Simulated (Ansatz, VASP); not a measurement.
## One calculation of MgZr2N, two programs

```
Mg Zr N
1.0
     3.26876    0.00000    0.00000
    -1.63438    2.83082    0.00000
     0.00000    0.00000   10.08550
Mg Zr N
1 2 1
Direct
  0.00000 0.00000 0.50000
  0.00000 0.00000 0.81283
  0.00000 0.00000 0.18717
  0.00000 0.00000 0.00000
```

Alike in both runs: functional PBE; k mesh 18 × 18 × 6; occupations gaussian, width 0.1 eV; no spin polarisation.

Ansatz relaxed the structure, and its values are those at the end. VASP's run is a single point on that final structure, the one shown.

|  | VASP | Ansatz |
| --- | --- | --- |
| version | VASP 6.6.1 | Ansatz 0.2.0 |
| potentials or method | VASP PAW PBE potentials, release 64 (Mg_sv, Zr_sv, N), cutoff 840 eV | scalar-relativistic, plane waves, PAW |
| valence electrons in the cell | 39 | 39 |

|  | VASP | Ansatz | Ansatz less VASP |
| --- | --- | --- | --- |
| gap on the k mesh at the Fermi level (eV) | none | none | - |
| pressure (GPa) | 0.1 | 0.0 | -0.07 |
| rms of the force components (eV/Å) | 0.027 | 0.001 | -0.0259 |

A gap of «none» marks a metal or a gap that the smearing closes. With one functional, cell and mesh, what is left measures potentials, basis and numerics.
